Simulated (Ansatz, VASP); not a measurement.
TaN: VASP beside Ansatz

Contents of INCAR:

```
SYSTEM = TaN
PREC = Accurate
ENCUT = 600
EDIFF = 1E-6
ISMEAR = 0
SIGMA = 0.15
LREAL = .False.
LASPH = .True.
NELM = 120
ALGO = Normal
ISIF = 2
LWAVE = .False.
LCHARG = .True.
GGA = PS
LELF = .True.
LVHAR = .True.
NBANDS = 16
GGA_COMPAT = .False.
```

File KPOINTS:

```
regular mesh
0
Gamma
  21 21 18
  0 0 0
```

Contents of POSCAR:

```
TaN
1.0
    2.8272866554      0.0000000000      0.0000000000
   -1.4136433277      2.4485020673      0.0000000000
    0.0000000000      0.0000000000      2.9477290669
Ta N
1 1
Direct
    0.3333333333      0.6666666667      0.5000000000
    0.0000000000      0.0000000000      0.0000000000
```

Input for Ansatz:

```yaml
crystal:
  lattice:
    - [2.8272866554, 0.0, 0.0]
    - [-1.4136433277, 2.4485020673, 0.0]
    - [0.0, 0.0, 2.9477290669]
  atoms:
    - { symbol: Ta, position: [0.3333333333, 0.6666666667, 0.5] }
    - { symbol: "N", position: [0.0, 0.0, 0.0] }
basis:
  ecutwfc: 520.0
kpoints:
  mp_grid: { grid: [21, 21, 18] }
hamiltonian:
  xc: pbesol
scf:
  occupations: { method: gaussian, width: 0.15 }
output:
  forces: true
  stress: true
  eigenvalues: true
```

Alike in both runs: task single point; functional PBEsol; k mesh 21 × 21 × 18; occupations gaussian, width 0.15 eV; no spin polarisation.

|  | VASP | Ansatz |
| --- | --- | --- |
| version | VASP 6.6.1 | Ansatz 0.2.0 |
| potentials or method | VASP PAW PBE potentials, release 64 (Ta_sv_GW, N), cutoff 600 eV | scalar-relativistic, plane waves, PAW |
| valence electrons in the cell | 18 | 18 |

VASP gave:

| Quantity | Value |
| --- | --- |
| gap on the k mesh at the Fermi level (eV) | none |
| pressure (GPa) | 15.2 |
| traceless stress, the component that is largest in VASP (GPa) | -26.45 |

Which values does Ansatz return?

gap on the k mesh at the Fermi level (eV): none; pressure (GPa): 15.0; traceless stress, the component that is largest in VASP (GPa): -26.66.

VASP's potentials were made for PBE, not for PBEsol. A gap of «none» marks a metal or a gap that the smearing closes. With one functional, cell and mesh, what is left measures potentials, basis and numerics.

Neither program's run includes spin-orbit coupling.
